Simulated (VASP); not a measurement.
# ZnCd3O (Pm-3m) in VASP: a series of runs, part 2 of 2

VASP 6.6.1. The steps go on from the part before.

### Step 6. Single point, PBE, collinear spin, ferromagnetic start

The input, INCAR:

```
PREC     = Accurate       # precision mode
ENCUT    = 520            # plane-wave cutoff, eV
EDIFF    = 1E-6           # SCF threshold, eV
ISMEAR   = 0              # smearing method
SIGMA    = 0.1            # smearing width, eV
LREAL    = F              # projectors in reciprocal space
LASPH    = T              # aspherical terms in the spheres
NELM     = 150            # most SCF steps
ALGO     = Normal         # electronic algorithm
ISIF     = 2              # what is computed and relaxed
LWAVE    = F              # write WAVECAR
LCHARG   = T              # write CHGCAR
ISPIN    = 2              # spin polarisation
MAGMOM   = 0 0 0 0 1      # initial moments
LORBIT   = 11             # projections on sites
GGA      = PE             # functional
LELF     = T              # ELF
LVHAR    = T            
NBANDS   = 39             # bands
```

The input, KPOINTS:

```
regular mesh
0
Gamma
  4 4 4
```

The input, POSCAR:

```
ZnCd3O
1.0
    4.6342087229      0.0000000000      0.0000000000
    0.0000000000      4.6342087229      0.0000000000
    0.0000000000      0.0000000000      4.6342087229
Zn Cd O
1 3 1
Direct
    0.5000000000      0.5000000000      0.5000000000
    0.5000000000      0.0000000000      0.0000000000
    0.0000000000      0.5000000000      0.0000000000
    0.0000000000      0.0000000000      0.5000000000
    0.0000000000      0.0000000000      0.0000000000
```

Potentials or basis: VASP PAW PBE potentials, release 64 (Zn, Cd, O).

Started as:

```bash
$ cat potpaw_PBE.64/Zn/POTCAR potpaw_PBE.64/Cd/POTCAR potpaw_PBE.64/O/POTCAR > POTCAR
$ mpirun -np 1 vasp_std > vasp.out
```

OUTCAR:

```text
PREC = Accurate
   ENCUT = 520
   EDIFF = 1E-6
   ISMEAR = 0
   LREAL = F
   LASPH = T
   NELM = 150
   ISIF = 2
   ISPIN = 2
   LORBIT = 11
   GGA = PE

 ion  position               nearest neighbor table
   1  0.500  0.500  0.500-   2 3.28   3 3.28   4 3.28   2 3.28   3 3.28   2 3.28   4 3.28   2 3.28
                             3 3.28   4 3.28   3 3.28   4 3.28
   2  0.500  0.000  0.000-   5 2.32   5 2.32   4 3.28   1 3.28   1 3.28   4 3.28   1 3.28   3 3.28
                             1 3.28   3 3.28   4 3.28   3 3.28   4 3.28   3 3.28
   3  0.000  0.500  0.000-   5 2.32   5 2.32   4 3.28   1 3.28   1 3.28   4 3.28   2 3.28   4 3.28
                             2 3.28   4 3.28   1 3.28   2 3.28   1 3.28   2 3.28
   4  0.000  0.000  0.500-   5 2.32   5 2.32   3 3.28   1 3.28   2 3.28   3 3.28   2 3.28   1 3.28
                             3 3.28   3 3.28   1 3.28   2 3.28   2 3.28   1 3.28
   5  0.000  0.000  0.000-   2 2.32   3 2.32   4 2.32   4 2.32   3 2.32   2 2.32

  LATTYP: Found a simple cubic cell.
 ALAT       =     4.6342087229

  Lattice vectors:

 A1 = (   4.6342087229,   0.0000000000,   0.0000000000)
 A2 = (   0.0000000000,   4.6342087229,   0.0000000000)
 A3 = (   0.0000000000,   0.0000000000,   4.6342087229)

Analysis of symmetry for initial positions (statically):
=====================================================================
 Subroutine PRICEL returns:
 Original cell was already a primitive cell.

 Routine SETGRP: Setting up the symmetry group for a
 simple cubic supercell.

 Subroutine GETGRP returns: Found 48 space group operations
 (whereof 48 operations were pure point group operations)
 out of a pool of 48 trial point group operations.

The static configuration has the point symmetry O_h .

Analysis of symmetry for dynamics (positions and initial velocities):
=====================================================================
 Subroutine PRICEL returns:
 Original cell was already a primitive cell.

 Routine SETGRP: Setting up the symmetry group for a
 simple cubic supercell.

 Subroutine GETGRP returns: Found 48 space group operations
 (whereof 48 operations were pure point group operations)
 out of a pool of 48 trial point group operations.

The dynamic configuration has the point symmetry O_h .

Analysis of structural, dynamic, and magnetic symmetry:
=====================================================================
 Subroutine PRICEL returns:
 Original cell was already a primitive cell.

 Routine SETGRP: Setting up the symmetry group for a
 simple cubic supercell.

 Subroutine GETGRP returns: Found 48 space group operations
 (whereof 48 operations were pure point group operations)
 out of a pool of 48 trial point group operations.

The overall configuration has the point symmetry O_h .

 Subroutine INISYM returns: Found 48 space group operations
 (whereof 48 operations are pure point group operations),
 and found     1 'primitive' translations

----------------------------------------------------------------------------------------

                                     Primitive cell

  volume of cell :      99.5238

  direct lattice vectors                    reciprocal lattice vectors
     4.634208723  0.000000000  0.000000000     0.215786569  0.000000000  0.000000000
     0.000000000  4.634208723  0.000000000     0.000000000  0.215786569  0.000000000
     0.000000000  0.000000000  4.634208723     0.000000000  0.000000000  0.215786569

  length of vectors
[... 81 lines left out ...]
   POTIM  = 0.5000    time-step for ionic-motion
   TEBEG  =    0.0;   TEEND  =   0.0 temperature during run
   PSTRESS=    0.0 pullay stress
   NELECT =      54.0000    total number of electrons
   NUPDOWN=      -1.0000    fix difference up-down
   EMIN   =  10.00;   EMAX   =-10.00  energy-range for DOS
   EFERMI =   0.00;   METHOD = LEGACY
   ISMEAR =     0;   SIGMA  =   0.10  broadening in eV -4-tet -1-fermi 0-gaus
   EFERMI_NEDOS =   21; number of points for ismear=-14 and -15
   IALGO  =     38    algorithm
   IMIX   =      4    mixing-type and parameters
     AMIX     =   0.40;   BMIX     =  1.00
     AMIX_MAG =   1.60;   BMIX_MAG =  1.00
  volume/ion in A,a.u.               =      19.90       134.32
  Fermi-wavevector in a.u.,A,eV,Ry     =   1.335254  2.523264 24.257865  1.782903
  Thomas-Fermi vector in A             =   2.463972
   LORBIT       =     11    0 simple, 1 ext, 2 COOP (PROOUT), +10 PAW based schemes
   GGA     = PE    functional components
   LHFCALC =     F    Hartree Fock is set to
   AEXX    =    0.0000 exact exchange contribution
   IVDW    =     0    specifies the selected vdW correction
   LEPSILON=     F    determine dielectric tensor
   LRPA    =     F    only Hartree local field effects (RPA)
 spin polarized calculation
 Gauss-broadening in eV      SIGMA  =   0.10
  energy-cutoff  :      520.00
  volume of cell :       99.52
 maximum number of plane-waves:      2721
 NGX is ok and might be reduce to    36
   NGX = 17   NGY = 17   NGZ = 17

 number of electron      53.9999953 magnetization      -0.0004840

 number of electron      53.9999953 magnetization       0.0001934

 Free energy of the ion-electron system (eV)
  ---------------------------------------------------
  ext. energy  EPLUGINS =         0.00000000
  ---------------------------------------------------
  free energy    TOTEN  =        -8.67705371 eV

  energy without entropy =       -8.66670677  energy(sigma->0) =       -8.67188024

 E-fermi :   2.2257     XC(G=0): -10.4796

 val. band max:        1.8687985464   @ k =   0.5000   0.5000   0.2500
 cond. band min:       2.2405591198   @ k =   0.5000   0.2500   0.0000
 fundamental gap:      0.3717605734
 Fermi energy:         2.2256896767

 spin component 1

 k-point     1 :       0.0000    0.0000    0.0000
  band No.  band energies     occupation
      1     -16.8295      1.00000
      2      -6.9806      1.00000
      3      -6.9806      1.00000
      4      -6.9806      1.00000
      5      -6.8083      1.00000
      6      -6.8083      1.00000
[... 409 lines left out ...]
     38      13.7976      0.00000
     39      13.7976      0.00000
 Fermi energy:         2.2256896767

 spin component 2

 k-point     1 :       0.0000    0.0000    0.0000
  band No.  band energies     occupation
      1     -16.8294      1.00000
      2      -6.9805      1.00000
      3      -6.9805      1.00000
      4      -6.9805      1.00000
      5      -6.8083      1.00000
      6      -6.8083      1.00000
[... 409 lines left out ...]
     38      13.7976      0.00000
     39      13.7976      0.00000

------------------------ aborting loop because EDIFF is reached ----------------------------------------

  FORCE on cell =-STRESS in cart. coord.  units (eV):
  Direction    XX          YY          ZZ          XY          YZ          ZX
  --------------------------------------------------------------------------------------
  -------------------------------------------------------------------------------------
  Total        0.1568445      0.1568445      0.1568445     -0.0000000     -0.0000000     -0.0000000
  in kB        2.5249521      2.5249521      2.5249521     -0.0000000     -0.0000000     -0.0000000
  external PRESSURE =       2.5249521 kB  Pullay stress =       0.0000000 kB

 VOLUME and BASIS-vectors are now :
 -----------------------------------------------------------------------------
  energy-cutoff  :      520.00
  volume of cell :       99.52
      direct lattice vectors                 reciprocal lattice vectors
     4.634208723  0.000000000  0.000000000     0.215786569  0.000000000  0.000000000
     0.000000000  4.634208723  0.000000000     0.000000000  0.215786569  0.000000000
     0.000000000  0.000000000  4.634208723     0.000000000  0.000000000  0.215786569

 POSITION                                       TOTAL-FORCE (eV/Angst)
 -----------------------------------------------------------------------------------
      2.31710      2.31710      2.31710         0.000000      0.000000      0.000000
      2.31710      0.00000      0.00000         0.000000      0.000000      0.000000
      0.00000      2.31710      0.00000         0.000000      0.000000      0.000000
      0.00000      0.00000      2.31710         0.000000      0.000000      0.000000
      0.00000      0.00000      0.00000         0.000000      0.000000      0.000000
 -----------------------------------------------------------------------------------
    total drift:                                0.000000      0.000000     -0.000000

  FREE ENERGIE OF THE ION-ELECTRON SYSTEM (eV)
  ---------------------------------------------------
  free  energy   TOTEN  =        -8.6770537053 eV

  energy  without entropy=       -8.6667067706  energy(sigma->0) =       -8.67188024

 total charge

# of ion       s       p       d       tot
------------------------------------------
    1        0.636   0.250   9.715  10.601
    2        0.441   0.234   9.554  10.228
    3        0.441   0.234   9.554  10.228
    4        0.441   0.234   9.554  10.228
    5        1.620   3.313   0.000   4.932
--------------------------------------------------
tot          3.578   4.265  38.376  46.218

 magnetization (x)

# of ion       s       p       d       tot
------------------------------------------
    1        0.000   0.000  -0.000   0.000
    2       -0.000   0.000  -0.000  -0.000
    3       -0.000   0.000  -0.000  -0.000
    4       -0.000   0.000  -0.000  -0.000
    5        0.000   0.000   0.000   0.000
--------------------------------------------------
tot          0.000   0.000  -0.000   0.000
```

Run time: 36 s. Hardware: 1 thread of Intel Xeon 6975P-C (Granite Rapids), shared host; peak memory 0.26 GiB.

Results:

* Free energy: -8.6771 eV
* Pressure: 0.3 GPa
* Band gap on the k mesh: zero (filled and empty bands overlap)
* Net moment: 0.00 μB per cell
* Valence electrons inside the program's atomic spheres: Zn 10.60; Cd 10.23; O 4.93

Levels at points of the mesh, in eV from the Fermi level:
Spin up:
```tsv
k point	band 23	band 24	band 25	band 26	band 27	band 28	band 29	band 30	band 31	band 32
(0.00, 0.00, 0.00)	-4.98	-4.98	-4.98	0.65	0.65	0.99	0.99	0.99	1.61	6.45
(0.50, 0.00, 0.00)	-4.50	-4.50	-4.12	-2.44	1.36	1.87	1.87	2.82	3.32	3.93
(0.50, 0.50, 0.00)	-5.27	-4.15	-3.89	-1.68	-0.50	-0.50	3.33	3.84	3.95	3.95
(0.50, 0.50, 0.50)	-4.31	-4.31	-2.02	-1.83	-1.83	-1.83	1.56	1.56	1.56	2.96
```
Spin down:
| k point | band 24 | band 25 | band 26 | band 27 | band 28 | band 29 | band 30 | band 31 |
| --- | --- | --- | --- | --- | --- | --- | --- | --- |
| (0.00, 0.00, 0.00) | -4.98 | -4.98 | 0.65 | 0.65 | 0.99 | 0.99 | 0.99 | 1.61 |
| (0.50, 0.00, 0.00) | -4.50 | -4.12 | -2.44 | 1.36 | 1.87 | 1.87 | 2.82 | 3.32 |
| (0.50, 0.50, 0.00) | -4.15 | -3.89 | -1.68 | -0.50 | -0.50 | 3.33 | 3.84 | 3.95 |
| (0.50, 0.50, 0.50) | -4.31 | -2.02 | -1.83 | -1.83 | -1.83 | 1.56 | 1.56 | 1.56 |

### Step 7. Overview

| task | spin | cell | k mesh | cutoff (eV) | gap on the mesh (eV) | pressure (GPa) |
| --- | --- | --- | --- | --- | --- | --- |
| single point | off | a = 4.634 Å, 5 atoms | 4 × 4 × 4 | 520 | none | 0.3 |
| single point | off | a = 4.818 Å, 5 atoms | 4 × 4 × 4 | 520 | none | -5.1 |
| single point | off | a = 4.638 Å, 5 atoms | 8 × 8 × 8 | 520 | none | 0.5 |
| relaxation of cell and atoms | off | relaxed from a = 4.818 Å, 5 atoms | 4 × 4 × 4 | 600 | none | 0.0 |
| single point | collinear, ferromagnetic start | a = 4.634 Å, 5 atoms | 4 × 4 × 4 | 520 | none | 0.3 |

Alike in all rows: level PBE; potentials or basis VASP PAW PBE potentials, release 64 (Zn, Cd, O); smearing gaussian 0.1 eV.

Total energies depend on the potentials used, so only differences within one code and one set of settings carry meaning.
